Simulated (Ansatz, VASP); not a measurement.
Two plane-wave programs on CdSe4

```
Cd Se
1.0
     3.53195    0.00000    0.00000
    -1.76598    3.05876    0.00000
     0.00000    0.00000   11.35693
Cd Se
1 4
Direct
  0.00000 0.00000 0.00000
  0.33333 0.66667 0.86586
  0.33333 0.66667 0.37680
  0.66667 0.33333 0.13414
  0.66667 0.33333 0.62320
```

Change from the starting cell: species swapped into the Co4H type (P-3m1, No. 164).

Alike in both runs: task single point; functional PBE; k mesh 6 × 6 × 2; occupations gaussian, width 0.1 eV; no spin polarisation.

|  | VASP | Ansatz |
| --- | --- | --- |
| version | VASP 6.6.1 | Ansatz 0.2.0 |
| potentials or method | VASP PAW PBE potentials, release 64 (Cd, Se), cutoff 520 eV | scalar-relativistic, plane waves, PAW |
| valence electrons in the cell | 36 | 84 |

Ansatz gave:

```
gap on the k mesh at the Fermi level (eV)                     : none
pressure (GPa)                                                : 4.7
traceless stress, the component that is largest in VASP (GPa) : -4.22
rms of the force components (eV/Å)                            : 0.931
```

Problem. What did VASP give for the same quantities?

Solution. gap on the k mesh at the Fermi level (eV): none; pressure (GPa): 5.2; traceless stress, the component that is largest in VASP (GPa): -4.16; rms of the force components (eV/Å): 0.974.

Atom by atom the forces differ by 0.044 eV/Å (rms over components). A gap of «none» marks a metal or a gap that the smearing closes. VASP's potentials hold 36 valence electrons a cell and Ansatz's 84, so a difference there can come from the potentials and not from the codes.
